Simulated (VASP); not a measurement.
## SiGe3Ru2: single point with PBE

SiGe3Ru2:

```
Si Ge Ru
1.0
     3.98295    0.00000    0.00000
     0.00000    3.98295    0.00000
     0.00000    0.00000    7.19922
Si Ge Ru
1 3 2
Direct
  0.00000 0.00000 0.00000
  0.50000 0.50000 0.70442
  0.50000 0.50000 0.29558
  0.50000 0.50000 0.00000
  0.00000 0.50000 0.50000
  0.50000 0.00000 0.50000
```

The cell was generated, and may not be a known phase.

* Program: VASP 6.6.1
* Task: single point
* Functional: PBE
* Potentials or basis: VASP PAW PBE potentials, release 64 (Si, Ge_d, Ru_pv)
* Cutoff: 520 eV
* k mesh: 4 × 4 × 4
* Occupations: gaussian, width 0.1 eV
* Spin: no spin polarisation

```json
{
  "Pressure": "7.3 GPa",
  "Largest force": "2.889 eV/Å",
  "Band gap on the k mesh": "zero (bands 37 and 38 overlap by 1.08 eV)"
}
```

Forces on the atoms (eV/Å):
```
Si   0.000  0.000  0.000
Ge   0.000  0.000 -2.889
Ge   0.000  0.000  2.889
Ge   0.000  0.000  0.000
Ru   0.000  0.000  0.000
Ru   0.000  0.000  0.000
```

Stress tensor (GPa, compression positive):
```
-4.01  0.00  0.00
 0.00 -4.01  0.00
 0.00  0.00 29.79
```

Levels at points of the mesh, in eV from the Fermi level:
```
           k point  band 33  band 34  band 35  band 36  band 37  band 38  band 39  band 40  band 41  band 42
(0.00, 0.00, 0.00)    -1.04    -0.54    -0.12    -0.12     0.70     0.73     1.38     1.38     2.12     3.69
(0.50, 0.00, 0.00)    -1.63    -1.23    -0.86    -0.29    -0.23    -0.13     0.52     0.85     1.77     2.90
(0.50, 0.50, 0.00)    -1.50    -1.16    -1.16    -0.72    -0.72    -0.34     0.53     0.79     1.43     2.67
(0.00, 0.00, 0.50)    -1.11    -0.49    -0.12    -0.12     0.09     0.09     0.73     1.04     2.12     3.24
(0.50, 0.00, 0.50)    -1.34    -0.90    -0.82     0.11     0.19     0.25     0.60     0.93     1.10     1.40
(0.50, 0.50, 0.50)    -2.15    -0.80    -0.80    -0.50    -0.34     0.53     0.89     0.89     1.94     2.50
```

Run time: 92 s on 1 thread of Intel(R) Xeon(R) Platinum 8488C (Sapphire Rapids), with other jobs on the host, peak memory 0.25 GiB.

Caveat: the k points lie up to 0.39 Å⁻¹ apart, too coarse for converged energies and pressures of a metal; forces of over 1 eV/Å act on the atoms, so gaps and moduli don't describe the material at rest.
